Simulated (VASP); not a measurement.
# Mo (Im-3m) in VASP: further runs

The runs below take Mo through single point, with PBEsol.

All numbers are computed with VASP 6.6.1; they aren't measurements. Logs are shortened: lines on timing, memory, paths and dates and some standing lists are left out, and cuts for length are marked.

## 1. The cell of the first run

The structure is cubic, space group Im-3m (No. 229). Conventional cell: a = 3.065 Å, b = 3.065 Å, c = 3.065 Å, α = 90.00°, β = 90.00°, γ = 90.00°. Within 3.5 Å of Mo (site symmetry m-3m) lie 14 Mo at 2.65 to 3.07 Å.

## 2. Single point, PBEsol (volume scaled by 0.94)

Input file INCAR:

```
SYSTEM = Mo
ALGO = Normal
EDIFF = 1E-6
ENCUT = 520
GGA = PS
ISIF = 2
ISMEAR = 0
LASPH = .TRUE.
LCHARG = .FALSE.
LREAL = .FALSE.
LWAVE = .FALSE.
NBANDS = 13
NELM = 100
PREC = Accurate
SIGMA = 0.1
```

Input file KPOINTS:

```
k-points
0
G
  18 18 18
  0 0 0
```

Input file POSCAR:

```
Mo
1.0
   -1.5327035926      1.5327035926      1.5327035926
    1.5327035926     -1.5327035926      1.5327035926
    1.5327035926      1.5327035926     -1.5327035926
Mo
1
Direct
    0.0000000000      0.0000000000      0.0000000000
```

Potentials or basis: VASP PAW PBE potentials, release 64 (Mo_sv).

Launch:

```sh
cat potpaw_PBE.64/Mo_sv/POTCAR > POTCAR
mpirun -np 1 vasp_std > vasp.out
```

OUTCAR:

```text
SYSTEM = Mo
   EDIFF = 1E-6
   ENCUT = 520
   GGA = PS
   ISIF = 2
   ISMEAR = 0
   LASPH = .TRUE.
   LREAL = .FALSE.
   NELM = 100
   PREC = Accurate

 ion  position               nearest neighbor table
   1  0.000  0.000  0.000-

  LATTYP: Found a body centered cubic cell.
 ALAT       =     3.0654071852

  Lattice vectors:

 A1 = (  -1.5327035926,   1.5327035926,   1.5327035926)
 A2 = (   1.5327035926,  -1.5327035926,   1.5327035926)
 A3 = (   1.5327035926,   1.5327035926,  -1.5327035926)

Analysis of symmetry for initial positions (statically):
=====================================================================
 Subroutine PRICEL returns:
 Original cell was already a primitive cell.

 Routine SETGRP: Setting up the symmetry group for a
 body centered cubic supercell.

 Subroutine GETGRP returns: Found 48 space group operations
 (whereof 48 operations were pure point group operations)
 out of a pool of 48 trial point group operations.

The static configuration has the point symmetry O_h .

Analysis of symmetry for dynamics (positions and initial velocities):
=====================================================================
 Subroutine PRICEL returns:
 Original cell was already a primitive cell.

 Routine SETGRP: Setting up the symmetry group for a
 body centered cubic supercell.

 Subroutine GETGRP returns: Found 48 space group operations
 (whereof 48 operations were pure point group operations)
 out of a pool of 48 trial point group operations.

The dynamic configuration has the point symmetry O_h .

 Subroutine INISYM returns: Found 48 space group operations
 (whereof 48 operations are pure point group operations),
 and found     1 'primitive' translations

----------------------------------------------------------------------------------------

                                     Primitive cell

  volume of cell :      14.4024

  direct lattice vectors                    reciprocal lattice vectors
    -1.532703593  1.532703593  1.532703593     0.000000000  0.326220936  0.326220936
     1.532703593 -1.532703593  1.532703593     0.326220936  0.000000000  0.326220936
     1.532703593  1.532703593 -1.532703593     0.326220936  0.326220936  0.000000000

  length of vectors
     2.654720495  2.654720495  2.654720495     0.461346071  0.461346071  0.461346071

  position of ions in fractional coordinates (direct lattice)
     0.000000000  0.000000000  0.000000000

  ion indices of the primitive-cell ions
   primitive index   ion index
[... 75 lines left out ...]
   EDIFFG = 0.1E-04   stopping-criterion for IOM
   NSW    =      0    number of steps for IOM
   IBRION =     -1    ionic relax: 0-MD 1-quasi-New 2-CG
   NFREE  =      0    steps in history (QN), initial steepest desc. (CG)
   ISIF   =      2    stress and relaxation
   ISYM   =      2    0-nonsym 1-usesym 2-fastsym
   POTIM  = 0.5000    time-step for ionic-motion
   TEBEG  =    0.0;   TEEND  =   0.0 temperature during run
   PSTRESS=    0.0 pullay stress
   NELECT =      14.0000    total number of electrons
   NUPDOWN=      -1.0000    fix difference up-down
   EMIN   =  10.00;   EMAX   =-10.00  energy-range for DOS
   EFERMI =   0.00;   METHOD = LEGACY
   ISMEAR =     0;   SIGMA  =   0.10  broadening in eV -4-tet -1-fermi 0-gaus
   EFERMI_NEDOS =   21; number of points for ismear=-14 and -15
   IALGO  =     38    algorithm
   IMIX   =      4    mixing-type and parameters
     AMIX     =   0.40;   BMIX     =  1.00
     AMIX_MAG =   1.60;   BMIX_MAG =  1.00
  volume/ion in A,a.u.               =      14.40        97.19
  Fermi-wavevector in a.u.,A,eV,Ry     =   1.621708  3.064584 35.782465  2.629937
  Thomas-Fermi vector in A             =   2.715440
   LORBIT       =      0    0 simple, 1 ext, 2 COOP (PROOUT), +10 PAW based schemes
   GGA     = PS    functional components
   LHFCALC =     F    Hartree Fock is set to
   AEXX    =    0.0000 exact exchange contribution
   IVDW    =     0    specifies the selected vdW correction
   LEPSILON=     F    determine dielectric tensor
   LRPA    =     F    only Hartree local field effects (RPA)
 non-spin polarized calculation
 Gauss-broadening in eV      SIGMA  =   0.10
  energy-cutoff  :      520.00
  volume of cell :       14.40
 maximum number of plane-waves:       402
   NGX =  9   NGY =  9   NGZ =  9

 number of electron      13.9999999 magnetization

 Free energy of the ion-electron system (eV)
  ---------------------------------------------------
  ext. energy  EPLUGINS =         0.00000000
  ---------------------------------------------------
  free energy    TOTEN  =       -11.71975019 eV

  energy without entropy =      -11.71789273  energy(sigma->0) =      -11.71882146

 E-fermi :  13.8607     XC(G=0): -13.9975

 val. band max:       13.8384103907   @ k =  -0.3889   0.4444   0.2778
 cond. band min:      13.9026349958   @ k =  -0.3333   0.3889   0.2778
 fundamental gap:      0.0642246050
 Fermi energy:        13.8606752520

 k-point     1 :       0.0000    0.0000    0.0000
  band No.  band energies     occupation
      1     -47.3969      2.00000
      2     -20.4661      2.00000
      3     -20.4661      2.00000
      4     -20.4661      2.00000
      5       6.2926      2.00000
      6      12.2893      2.00000
      7      12.2893      2.00000
      8      12.2893      2.00000
      9      15.6218      0.00000
     10      15.6218      0.00000
     11      28.7417      0.00000
     12      28.7417      0.00000
     13      28.7417      0.00000
[... 354 lines left out ...]
  band No.  band energies     occupation
      1     -47.0270      2.00000
      2     -22.1730      2.00000
      3     -21.0914      2.00000
      4     -20.5646      2.00000
      5       8.4278      2.00000
      6      10.1881      2.00000
      7      13.9598      0.16105
      8      15.5602      0.00000
      9      16.8725      0.00000
     10      19.8879      0.00000
     11      26.5371      0.00000
     12      27.1270      0.00000
     13      31.9199      0.00000

 [... further k-points ...]
[... 5 lines left out ...]
  --------------------------------------------------------------------------------------
  -------------------------------------------------------------------------------------
  Total        1.8564322      1.8564322      1.8564322      0.0000000      0.0000000      0.0000000
  in kB      206.5166863    206.5166863    206.5166863      0.0000000      0.0000000      0.0000000
  external PRESSURE =     206.5166863 kB  Pullay stress =       0.0000000 kB

 VOLUME and BASIS-vectors are now :
 -----------------------------------------------------------------------------
  energy-cutoff  :      520.00
  volume of cell :       14.40
      direct lattice vectors                 reciprocal lattice vectors
    -1.532703593  1.532703593  1.532703593     0.000000000  0.326220936  0.326220936
     1.532703593 -1.532703593  1.532703593     0.326220936  0.000000000  0.326220936
     1.532703593  1.532703593 -1.532703593     0.326220936  0.326220936  0.000000000

 POSITION                                       TOTAL-FORCE (eV/Angst)
 -----------------------------------------------------------------------------------
      0.00000      0.00000      0.00000         0.000000     -0.000000      0.000000
 -----------------------------------------------------------------------------------
    total drift:                                0.000000      0.000000      0.000000

  FREE ENERGIE OF THE ION-ELECTRON SYSTEM (eV)
  ---------------------------------------------------
  free  energy   TOTEN  =       -11.7197501890 eV

  energy  without entropy=      -11.7178927304  energy(sigma->0) =      -11.71882146
```

stdout:

```text
POSCAR found type information on POSCAR Mo
 POSCAR found :  1 types and       1 ions
 scaLAPACK will be used
 -----------------------------------------------------------------------------
|                                                                             |
|                                                                             |
|     You enforced a specific xc type in the INCAR file but a different       |
|     I HOPE YOU KNOW WHAT YOU ARE DOING!                                     |
|                                                                             |
 -----------------------------------------------------------------------------

 LDA part: xc-table for (Slater+PW92), standard interpolation
 POSCAR, INCAR and KPOINTS ok, starting setup
 FFT: planning ... GRIDC
 FFT: planning ... GRID_SOFT
 FFT: planning ... GRID
 WAVECAR not read
 entering main loop
```

Wall time 34 s (1 thread of Intel Xeon 8259CL, shared host); peak memory 0.15 GiB.

What came out:

```
Free energy            : -11.7198 eV
Pressure               : 20.7 GPa
Band gap on the k mesh : zero (band 7 reaches 18.33 eV, above the bottom of band 8 at 12.29 eV)
```

Caveat: the cell differs from its parent crystal (volume scaled by 0.94); the PAW data sets were made with another functional, which shifts forces and pressure a little.

## 3. Single point, PBEsol (volume scaled by 0.97)

Input file INCAR:

```
SYSTEM = Mo
PREC = Accurate
ENCUT = 520
EDIFF = 1E-7
ISMEAR = 0
SIGMA = 0.1
LREAL = .FALSE.
LASPH = .TRUE.
NELM = 60
ALGO = Fast
ISIF = 2
LWAVE = .FALSE.
LCHARG = .TRUE.
GGA = PS
LELF = .TRUE.
LVHAR = .TRUE.
NBANDS = 13
```

Input file KPOINTS:

```
Automatic mesh
0
G
  18 18 18
  0 0 0
```

Input file POSCAR:

```
Mo
1.0
   -1.5488385003      1.5488385003      1.5488385003
    1.5488385003     -1.5488385003      1.5488385003
    1.5488385003      1.5488385003     -1.5488385003
Mo
1
Direct
    0.0000000000      0.0000000000      0.0000000000
```

Potentials or basis: VASP PAW PBE potentials, release 64 (Mo_sv).

Launch:

```sh
cat potpaw_PBE.64/Mo_sv/POTCAR > POTCAR
mpirun -np 1 vasp_std > vasp.out
```

Wall time 51 s (1 thread of Intel Xeon 8259CL, shared host); peak memory 0.15 GiB.

The run converged. Its results:

```
Free energy            : -11.7633 eV
Pressure               : 10.0 GPa
Band gap on the k mesh : zero (band 7 reaches 17.60 eV, above the bottom of band 8 at 11.82 eV)
```

Levels at points of the mesh, in eV from the Fermi level:
| k point | band 3 | band 4 | band 5 | band 6 | band 7 | band 8 | band 9 | band 10 | band 11 | band 12 |
| --- | --- | --- | --- | --- | --- | --- | --- | --- | --- | --- |
| (0.00, 0.00, 0.00) | -34.39 | -34.39 | -7.47 | -1.50 | -1.50 | -1.50 | 1.71 | 1.71 | 14.85 | 14.85 |
| (0.50, 0.00, 0.00) | -34.92 | -34.41 | -5.69 | -3.69 | 1.78 | 1.78 | 2.45 | 5.12 | 12.00 | 12.41 |
| (0.50, 0.50, 0.50) | -35.52 | -35.52 | -5.90 | -5.90 | 4.28 | 4.28 | 4.28 | 9.40 | 9.40 | 9.40 |

Caveat: the cell differs from its parent crystal (volume scaled by 0.97); the PAW data sets were made with another functional, which shifts forces and pressure a little.

## 4. Single point, PBEsol

This run uses another cell than the first one, of 15.32 Å³/atom, 1.064 times its volume.

Input file INCAR:

```
SYSTEM = Mo
PREC = Accurate ; ENCUT = 520
EDIFF = 1E-6 ; ISMEAR = 0
SIGMA = 0.1 ; LREAL = .False.
LASPH = .True. ; NELM = 100
ALGO = Fast ; ISIF = 2
LWAVE = .False. ; LCHARG = .False.
GGA = PS ; NBANDS = 13
```

Input file KPOINTS:

```
Automatic mesh
0
Gamma
  18 18 18
  0 0 0
```

Input file POSCAR:

```
Mo
1.0
   -1.5646440664      1.5646440664      1.5646440664
    1.5646440664     -1.5646440664      1.5646440664
    1.5646440664      1.5646440664     -1.5646440664
Mo
1
Direct
    0.0000000000      0.0000000000      0.0000000000
```

Potentials or basis: VASP PAW PBE potentials, release 64 (Mo_sv).

Launch:

```sh
cat potpaw_PBE.64/Mo_sv/POTCAR > POTCAR
mpirun -np 1 vasp_std > vasp.out
```

OUTCAR:

```text
SYSTEM = Mo
   PREC = Accurate
   ENCUT = 520
   EDIFF = 1E-6
   ISMEAR = 0
   LREAL = .False.
   LASPH = .True.
   NELM = 100
   ISIF = 2
   GGA = PS

 ion  position               nearest neighbor table
   1  0.000  0.000  0.000-

  LATTYP: Found a body centered cubic cell.
 ALAT       =     3.1292881328

  Lattice vectors:

 A1 = (  -1.5646440664,   1.5646440664,   1.5646440664)
 A2 = (   1.5646440664,  -1.5646440664,   1.5646440664)
 A3 = (   1.5646440664,   1.5646440664,  -1.5646440664)

[... 554 lines left out ...]
      5       7.7423      2.00000
      6       9.4456      2.00000
      7      12.8134      0.94942
      8      14.3897      0.00000
      9      15.5679      0.00000
     10      18.3558      0.00000
     11      24.7544      0.00000
     12      25.6563      0.00000
     13      30.0149      0.00000

 [... further k-points ...]
[... 5 lines left out ...]
  --------------------------------------------------------------------------------------
  -------------------------------------------------------------------------------------
  Total        0.0542384      0.0542384      0.0542384     -0.0000000      0.0000000     -0.0000000
  in kB        5.6716714      5.6716714      5.6716714     -0.0000000      0.0000000     -0.0000000
  external PRESSURE =       5.6716714 kB  Pullay stress =       0.0000000 kB

 VOLUME and BASIS-vectors are now :
 -----------------------------------------------------------------------------
  energy-cutoff  :      520.00
  volume of cell :       15.32
      direct lattice vectors                 reciprocal lattice vectors
    -1.564644066  1.564644066  1.564644066     0.000000000  0.319561497  0.319561497
     1.564644066 -1.564644066  1.564644066     0.319561497  0.000000000  0.319561497
     1.564644066  1.564644066 -1.564644066     0.319561497  0.319561497  0.000000000

 POSITION                                       TOTAL-FORCE (eV/Angst)
 -----------------------------------------------------------------------------------
      0.00000      0.00000      0.00000         0.000000     -0.000000     -0.000000
 -----------------------------------------------------------------------------------
    total drift:                                0.000000     -0.000000     -0.000000

  FREE ENERGIE OF THE ION-ELECTRON SYSTEM (eV)
  ---------------------------------------------------
  free  energy   TOTEN  =       -11.7779889861 eV

  energy  without entropy=      -11.7756759954  energy(sigma->0) =      -11.77683249
```

OSZICAR:

```text
N       E                     dE             d eps       ncg     rms          rms(c)
DAV:   1     0.911779295747E+02    0.91178E+02   -0.81090E+03  5125   0.111E+03
DAV:   2    -0.113287635824E+02   -0.10251E+03   -0.98485E+02  5865   0.312E+02
DAV:   3    -0.125244155400E+02   -0.11957E+01   -0.11918E+01  5580   0.334E+01
DAV:   4    -0.125270673331E+02   -0.26518E-02   -0.26517E-02  5770   0.191E+00
DAV:   5    -0.125270840768E+02   -0.16744E-04   -0.16742E-04  5715   0.134E-01    0.166E+01
RMM:   6    -0.118764322429E+02    0.65065E+00   -0.73940E-01  5089   0.797E+00    0.488E+00
RMM:   7    -0.117828629346E+02    0.93569E-01   -0.21337E-01  5194   0.418E+00    0.110E+00
RMM:   8    -0.117781480917E+02    0.47148E-02   -0.10569E-02  5619   0.115E+00    0.120E-01
RMM:   9    -0.117779969700E+02    0.15112E-03   -0.10768E-03  5642   0.335E-01    0.545E-02
RMM:  10    -0.117779899842E+02    0.69858E-05   -0.15968E-04  5789   0.137E-01    0.131E-02
RMM:  11    -0.117779884773E+02    0.15068E-05   -0.20322E-05  5644   0.488E-02    0.326E-03
RMM:  12    -0.117779889861E+02   -0.50883E-06   -0.47112E-06  4328   0.199E-02
   1 F= -.11777989E+02 E0= -.11776832E+02  d E =-.231299E-02
```

stdout:

```text
POSCAR found type information on POSCAR Mo
 POSCAR found :  1 types and       1 ions
 scaLAPACK will be used
 -----------------------------------------------------------------------------
|                                                                             |
|                                                                             |
|     You enforced a specific xc type in the INCAR file but a different       |
|     I HOPE YOU KNOW WHAT YOU ARE DOING!                                     |
|                                                                             |
 -----------------------------------------------------------------------------

 LDA part: xc-table for (Slater+PW92), standard interpolation
 POSCAR, INCAR and KPOINTS ok, starting setup
 FFT: planning ... GRIDC
 FFT: planning ... GRID_SOFT
 FFT: planning ... GRID
 WAVECAR not read
 entering main loop
```

Wall time 46 s (1 thread of Intel Xeon 8259CL, shared host); peak memory 0.15 GiB.

Results:

```yaml
Free_energy: -11.7780 eV
Pressure: 0.6 GPa
Band_gap_on_the_k_mesh: zero (band 7 reaches 16.92 eV, above the bottom of band 8 at 11.38 eV)
```

Caveat: the PAW data sets were made with another functional, which shifts forces and pressure a little.

## 5. Overview

```csv
cell,gap on the mesh (eV),pressure (GPa)
"a = 2.655 Å, angles 109.5°, 1 atom",none,20.7
"a = 2.683 Å, angles 109.5°, 1 atom",none,10.0
"a = 2.710 Å, angles 109.5°, 1 atom",none,0.6
```

Alike in all rows: task single point; level PBEsol; potentials or basis VASP PAW PBE potentials, release 64 (Mo_sv); no spin polarisation; k mesh 18 × 18 × 18; cutoff (eV) 520; smearing gaussian 0.1 eV.

Caveats: the PAW data sets were made with another functional, which shifts forces and pressure a little.

Total energies depend on the potentials used, so only differences within one code and one set of settings carry meaning.
